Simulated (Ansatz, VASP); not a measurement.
**SnO in VASP and in Ansatz**

```xyz
4
Lattice="3.8731 0.0000 0.0000 0.0000 3.7309 0.0000 0.0000 0.0000 4.8360" Properties=species:S:1:pos:R:3 pbc="T T T"
Sn    0.0000    1.8655    1.1534
Sn    1.9365    0.0000    3.6826
O     0.0000    0.0000    0.0000
O     1.9365    1.8655    0.0000
```

Change from the starting cell: strain +0.0187 x Voigt [1, -1, 0, 0, 0, 0], atoms carried along.

Alike in both runs: task single point; functional PBE; k mesh 12 × 12 × 10; occupations gaussian, width 0.15 eV; no spin polarisation.

|  | VASP | Ansatz |
| --- | --- | --- |
| version | VASP 6.6.1 | Ansatz 0.2.0 |
| potentials or method | VASP PAW PBE potentials, release 64 (Sn_d, O), cutoff 520 eV | scalar-relativistic, plane waves, PAW |
| valence electrons in the cell | 40 | 40 |

|  | VASP | Ansatz | Ansatz less VASP |
| --- | --- | --- | --- |
| pressure (GPa) | 4.6 | 4.3 | -0.24 |
| traceless stress, the component that is largest in VASP (GPa) | 1.80 | 1.75 | -0.056 |
| rms of the force components (eV/Å) | 0.223 | 0.191 | -0.0319 |

Atom by atom the forces differ by 0.035 eV/Å (rms over components).
